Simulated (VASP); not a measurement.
# Fe (P6_3/mmc) in VASP: notebook

Fe is run at these levels: PBE; tasks: single point.

Program: VASP 6.6.1. These are calculated values, not measurements. Logs are shortened: lines on timing, memory, paths and dates and some standing lists are left out, and cuts for length are marked.

**1. The cell of the first run**

The structure is hexagonal, space group P6_3/mmc (No. 194). Conventional cell: a = 2.449 Å, b = 2.449 Å, c = 4.255 Å, α = 90.00°, β = 90.00°, γ = 120.00°. Within 3.2 Å of Fe (site symmetry -6m2) lie 12 Fe at 2.45 to 2.55 Å.

**2. Single point, PBE, collinear spin, ferromagnetic start (volume scaled by 0.92)**

INCAR reads:

```
ALGO     = Normal         # electronic algorithm
EDIFF    = 1E-7           # SCF threshold, eV
ENCUT    = 520            # plane-wave cutoff, eV
GGA      = PE             # functional
ISIF     = 2              # what is computed and relaxed
ISMEAR   = -1             # smearing method
ISPIN    = 2              # spin polarisation
LASPH    = T              # aspherical terms in the spheres
LCHARG   = T              # write CHGCAR
LELF     = T              # ELF
LMAXMIX  = 4              # l up to which the mixer works
LORBIT   = 11             # projections on sites
LREAL    = F              # projectors in reciprocal space
LVHAR    = T            
LWAVE    = F              # write WAVECAR
MAGMOM   = 2.579 2.579    # initial moments
NBANDS   = 19             # bands
NELM     = 150            # most SCF steps
PREC     = Accurate       # precision mode
SIGMA    = 0.05           # smearing width, eV
```

KPOINTS reads:

```
k-points
0
Gamma
  16 16 8
```

POSCAR reads:

```
Fe
1.0
    2.4486453473      0.0000000000      0.0000000000
   -1.2243226737      2.1205890756      0.0000000000
    0.0000000000      0.0000000000      4.2546282780
Fe
2
Direct
    0.3333333333      0.6666666667      0.2500000000
    0.6666666667      0.3333333333      0.7500000000
```

Potentials or basis: VASP PAW PBE potentials, release 64 (Fe).

Launch:

```console
$ cat potpaw_PBE.64/Fe/POTCAR > POTCAR
$ mpirun -np 1 vasp_std > vasp.out
```

OUTCAR:

```text
EDIFF = 1E-7
   ENCUT = 520
   GGA = PE
   ISIF = 2
   ISMEAR = -1
   ISPIN = 2
   LASPH = T
   LORBIT = 11
   LREAL = F
   NELM = 150
   PREC = Accurate

 ion  position               nearest neighbor table
   1  0.333  0.667  0.250-   2 2.55   2 2.55   2 2.55   2 2.55   2 2.55   2 2.55
   2  0.667  0.333  0.750-   1 2.55   1 2.55   1 2.55   1 2.55   1 2.55   1 2.55

  LATTYP: Found a hexagonal cell.
 ALAT       =     2.4486453473
 C/A-ratio  =     1.7375436923

  Lattice vectors:

 A1 = (   2.4486453473,   0.0000000000,   0.0000000000)
 A2 = (  -1.2243226737,   2.1205890756,   0.0000000000)
 A3 = (   0.0000000000,   0.0000000000,   4.2546282780)

Analysis of symmetry for initial positions (statically):
=====================================================================
 Subroutine PRICEL returns:
 Original cell was already a primitive cell.

 Routine SETGRP: Setting up the symmetry group for a
 hexagonal supercell.

 Subroutine GETGRP returns: Found 24 space group operations
 (whereof 12 operations were pure point group operations)
 out of a pool of 24 trial point group operations.

The static configuration has the point symmetry D_3d.
 The point group associated with its full space group is D_6h.

Analysis of symmetry for dynamics (positions and initial velocities):
=====================================================================
 Subroutine PRICEL returns:
 Original cell was already a primitive cell.

 Routine SETGRP: Setting up the symmetry group for a
 hexagonal supercell.

 Subroutine GETGRP returns: Found 24 space group operations
 (whereof 12 operations were pure point group operations)
 out of a pool of 24 trial point group operations.

The dynamic configuration has the point symmetry D_3d.
 The point group associated with its full space group is D_6h.

Analysis of structural, dynamic, and magnetic symmetry:
=====================================================================
 Subroutine PRICEL returns:
 Original cell was already a primitive cell.

 Routine SETGRP: Setting up the symmetry group for a
 hexagonal supercell.

 Subroutine GETGRP returns: Found 24 space group operations
 (whereof 12 operations were pure point group operations)
 out of a pool of 24 trial point group operations.

The overall configuration has the point symmetry D_3d.
 The point group associated with its full space group is D_6h.

 Subroutine INISYM returns: Found 24 space group operations
 (whereof 12 operations are pure point group operations),
 and found     1 'primitive' translations

----------------------------------------------------------------------------------------

                                     Primitive cell

  volume of cell :      22.0925

  direct lattice vectors                    reciprocal lattice vectors
     2.448645347  0.000000000  0.000000000     0.408389072  0.235783540  0.000000000
    -1.224322674  2.120589076  0.000000000     0.000000000  0.471567081  0.000000000
     0.000000000  0.000000000  4.254628278     0.000000000  0.000000000  0.235038160

  length of vectors
     2.448645347  2.448645347  4.254628278     0.471567081  0.471567081  0.235038160

  position of ions in fractional coordinates (direct lattice)
     0.333333333  0.666666667  0.250000000
     0.666666667  0.333333333  0.750000000

  ion indices of the primitive-cell ions
   primitive index   ion index
                 1           1
                 2           2

----------------------------------------------------------------------------------------

 KPOINTS: k-points

Automatic generation of k-mesh.
 Grid dimensions read from file:
 generate k-points for:   16   16    8

 Generating k-lattice:

  Cartesian coordinates                     Fractional coordinates (reciprocal lattice)
     0.025524317  0.014736471  0.000000000     0.062500000  0.000000000  0.000000000
     0.000000000  0.029472943  0.000000000     0.000000000  0.062500000  0.000000000
     0.000000000  0.000000000  0.029379770     0.000000000  0.000000000  0.125000000

  Length of vectors
     0.029472943  0.029472943  0.029379770

  Shift w.r.t. Gamma in fractional coordinates (k-lattice)
     0.000000000  0.000000000  0.000000000

 Subroutine IBZKPT returns following result:
 ===========================================

 Found    150 irreducible k-points:

 Following reciprocal coordinates:
            Coordinates               Weight
  0.000000  0.000000  0.000000      1.000000
  0.062500  0.000000  0.000000      6.000000
  0.125000  0.000000  0.000000      6.000000
  0.187500 -0.000000  0.000000      6.000000
  0.250000  0.000000  0.000000      6.000000
  0.312500 -0.000000  0.000000      6.000000
[... 16 lines left out ...]
  0.187500  0.187500  0.000000      6.000000
  0.250000  0.187500  0.000000     12.000000
 [... further k-points ...]
   k-points           NKPTS =    150   k-points in BZ     NKDIM =    150   number of bands    NBANDS=     19
   number of dos      NEDOS =    301   number of ions     NIONS =      2
   total plane-waves  NPLWV =  10368
   dimension x,y,z NGX =    18 NGY =   18 NGZ =   32
   dimension x,y,z NGXF=    36 NGYF=   36 NGZF=   64
   ions per type =               2
   NGX,Y,Z   is equivalent  to a cutoff of  12.22, 12.22, 12.50 a.u.
   NGXF,Y,Z  is equivalent  to a cutoff of  24.44, 24.44, 25.01 a.u.
 SYSTEM =  unknown system
   PREC   = accura    normal or accurate (medium, high low for compatibility)
   ISTART =      0    job   : 0-new  1-cont  2-samecut
   ICHARG =      2    charge: 1-file 2-atom 10-const
   ISPIN  =      2    spin polarized calculation?
   LNONCOLLINEAR =      F non collinear calculations
   LSORBIT =      F    spin-orbit coupling
   LASPH  =      T    aspherical Exc in radial PAW
   ENCUT  =  520.0 eV  38.22 Ry    6.18 a.u.   4.55  4.55  7.91*2*pi/ulx,y,z
   NELM   =    150;   NELMIN=  2; NELMDL= -5     # of ELM steps
   EDIFF  = 0.1E-06   stopping-criterion for ELM
   LREAL  =      F    real-space projection
   EDIFFG = 0.1E-05   stopping-criterion for IOM
   NSW    =      0    number of steps for IOM
   IBRION =     -1    ionic relax: 0-MD 1-quasi-New 2-CG
   NFREE  =      0    steps in history (QN), initial steepest desc. (CG)
   ISIF   =      2    stress and relaxation
   ISYM   =      2    0-nonsym 1-usesym 2-fastsym
   POTIM  = 0.5000    time-step for ionic-motion
   TEBEG  =    0.0;   TEEND  =   0.0 temperature during run
   PSTRESS=    0.0 pullay stress
   NELECT =      16.0000    total number of electrons
   NUPDOWN=      -1.0000    fix difference up-down
   EMIN   =  10.00;   EMAX   =-10.00  energy-range for DOS
   EFERMI =   0.00;   METHOD = LEGACY
   ISMEAR =    -1;   SIGMA  =   0.05  broadening in eV -4-tet -1-fermi 0-gaus
   EFERMI_NEDOS =   21; number of points for ismear=-14 and -15
   IALGO  =     38    algorithm
   IMIX   =      4    mixing-type and parameters
     AMIX     =   0.40;   BMIX     =  1.00
     AMIX_MAG =   1.60;   BMIX_MAG =  1.00
  volume/ion in A,a.u.               =      11.05        74.54
  Fermi-wavevector in a.u.,A,eV,Ry     =   1.470167  2.778214 29.407530  2.161392
  Thomas-Fermi vector in A             =   2.585457
   LORBIT       =     11    0 simple, 1 ext, 2 COOP (PROOUT), +10 PAW based schemes
   GGA     = PE    functional components
   LHFCALC =     F    Hartree Fock is set to
   AEXX    =    0.0000 exact exchange contribution
   IVDW    =     0    specifies the selected vdW correction
   LEPSILON=     F    determine dielectric tensor
   LRPA    =     F    only Hartree local field effects (RPA)
 spin polarized calculation
  energy-cutoff  :      520.00
  volume of cell :       22.09
 maximum number of plane-waves:       614
   NGX =  9   NGY =  9   NGZ = 15

 number of electron      16.0000016 magnetization       3.4965677

 Free energy of the ion-electron system (eV)
  ---------------------------------------------------
  ext. energy  EPLUGINS =         0.00000000
  ---------------------------------------------------
  free energy    TOTEN  =       -16.04977965 eV

  energy without entropy =      -16.02032547  energy(sigma->0) =      -16.03505256

 E-fermi :   6.1332     XC(G=0): -13.2861

 val. band max:        6.1304876866   @ k =   0.3750  -0.0000   0.0000
 cond. band min:       6.1339087268   @ k =   0.3750  -0.0000   0.5000
 fundamental gap:      0.0034210401
 Fermi energy:         6.1332244568

 spin component 1

 k-point     1 :       0.0000    0.0000    0.0000
  band No.  band energies     occupation
      1      -2.4876      1.00000
      2       1.1949      1.00000
      3       3.7185      1.00000
      4       4.0514      1.00000
      5       4.0514      1.00000
      6       4.3246      1.00000
[... 11 lines left out ...]
     18      32.4685      0.00000
     19      33.4309      0.00000
[... 485 lines left out ...]
 k-point    24 :       0.2500    0.1875    0.0000
  band No.  band energies     occupation
      1       1.6105      1.00000
      2       2.0808      1.00000
      3       2.4747      1.00000
      4       2.9023      1.00000
      5       3.5596      1.00000
      6       4.1145      1.00000
[... 11 lines left out ...]
     18      25.3125      0.00000
     19      27.2620      0.00000

 [... further k-points ...]

 spin component 2

 k-point     1 :       0.0000    0.0000    0.0000
  band No.  band energies     occupation
      1      -2.3120      1.00000
      2       1.9659      1.00000
      3       5.0101      1.00000
      4       5.5995      0.99998
      5       5.5995      0.99998
      6       5.6258      0.99996
[... 11 lines left out ...]
     18      33.0875      0.00000
     19      33.8790      0.00000
[... 485 lines left out ...]
 k-point    24 :       0.2500    0.1875    0.0000
  band No.  band energies     occupation
      1       2.0203      1.00000
      2       3.5296      1.00000
      3       3.6315      1.00000
      4       4.0117      1.00000
      5       5.4725      1.00000
      6       5.4772      1.00000
[... 11 lines left out ...]
     18      25.8501      0.00000
     19      27.7508      0.00000

 [... further k-points ...]
[... 5 lines left out ...]
  --------------------------------------------------------------------------------------
  -------------------------------------------------------------------------------------
  Total       -0.0156392     -0.0156392      0.6045520      0.0000000     -0.0000000     -0.0000000
  in kB       -1.1341755     -1.1341755     43.8429952      0.0000000     -0.0000000     -0.0000000
  external PRESSURE =      13.8582148 kB  Pullay stress =       0.0000000 kB

 VOLUME and BASIS-vectors are now :
 -----------------------------------------------------------------------------
  energy-cutoff  :      520.00
  volume of cell :       22.09
      direct lattice vectors                 reciprocal lattice vectors
     2.448645347  0.000000000  0.000000000     0.408389072  0.235783540  0.000000000
    -1.224322674  2.120589076  0.000000000     0.000000000  0.471567081  0.000000000
     0.000000000  0.000000000  4.254628278     0.000000000  0.000000000  0.235038160

 POSITION                                       TOTAL-FORCE (eV/Angst)
 -----------------------------------------------------------------------------------
     -0.00000      1.41373      1.06366        -0.000000     -0.000000      0.000000
      1.22432      0.70686      3.19097         0.000000      0.000000      0.000000
 -----------------------------------------------------------------------------------
    total drift:                               -0.000000      0.000000     -0.000000

  FREE ENERGIE OF THE ION-ELECTRON SYSTEM (eV)
  ---------------------------------------------------
  free  energy   TOTEN  =       -16.0497796479 eV

  energy  without entropy=      -16.0203254709  energy(sigma->0) =      -16.03505256

 total charge

# of ion       s       p       d       tot
------------------------------------------
    1        0.504   0.562   6.269   7.335
    2        0.504   0.562   6.269   7.335
--------------------------------------------------
tot          1.009   1.123  12.538  14.670

 magnetization (x)

# of ion       s       p       d       tot
------------------------------------------
    1       -0.014  -0.034   1.783   1.735
    2       -0.014  -0.034   1.783   1.735
--------------------------------------------------
tot         -0.028  -0.068   3.566   3.469
```

Run time: 65 s. Hardware: 1 thread of Intel Xeon 6975P-C (Granite Rapids), shared host; peak memory 0.2 GiB.

What came out:

| Item | Value |
| --- | --- |
| Free energy | -16.0498 eV |
| Pressure | 1.4 GPa |
| Net moment | 3.50 μB per cell |
| Site moments | Fe +1.74 μB |
| Valence electrons inside the program's atomic spheres | Fe 7.33 |

Stress tensor (GPa, compression positive):
```
-0.11  0.00  0.00
 0.00 -0.11  0.00
 0.00  0.00  4.38
```

(Continued in part 2 of 2.)
